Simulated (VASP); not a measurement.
A run of VASP 6.6.1:

File INCAR:

```
SYSTEM = HfO2
PREC     = Accurate       ! precision mode
ENCUT    = 600            ! plane-wave cutoff, eV
EDIFF    = 1E-6           ! SCF threshold, eV
ISMEAR   = -1             ! smearing method
SIGMA    = 0.1            ! smearing width, eV
LREAL    = .FALSE.        ! projectors in reciprocal space
LASPH    = .TRUE.         ! aspherical terms in the spheres
NELM     = 120            ! most SCF steps
ALGO     = Normal         ! electronic algorithm
ISIF     = 2              ! what is computed and relaxed
LWAVE    = .FALSE.        ! write WAVECAR
LCHARG   = .FALSE.        ! write CHGCAR
GGA      = CA             ! functional
NBANDS   = 18             ! bands
GGA_COMPAT= .FALSE.
```

The input KPOINTS:

```
Automatic mesh
0
G
  6 6 6
  0 0 0
```

File POSCAR:

```
HfO2
1.0
    0.0000000000      2.5575000000      2.5575000000
    2.5575000000      0.0000000000      2.5575000000
    2.5575000000      2.5575000000      0.0000000000
Hf O
1 2
Direct
    0.0000000000      0.0000000000      0.0000000000
    0.2500000000      0.2500000000      0.2500000000
    0.7500000000      0.7500000000      0.7500000000
```

Potentials or basis: VASP PAW LDA potentials, release 64 (Hf_pv, O).

The run is started by

```sh
$ cat potpaw_LDA.64/Hf_pv/POTCAR potpaw_LDA.64/O/POTCAR > POTCAR
$ mpirun -np 1 vasp_std > vasp.out
```

Hardware: 1 thread of AMD EPYC 7R13, on a shared host.

Q: How long does it take, and how much memory?

A: It took 33 s on 1 thread of AMD EPYC 7R13, on a shared host, peak memory 0.12 GiB. Counts: scf iterations 12, k points 16.
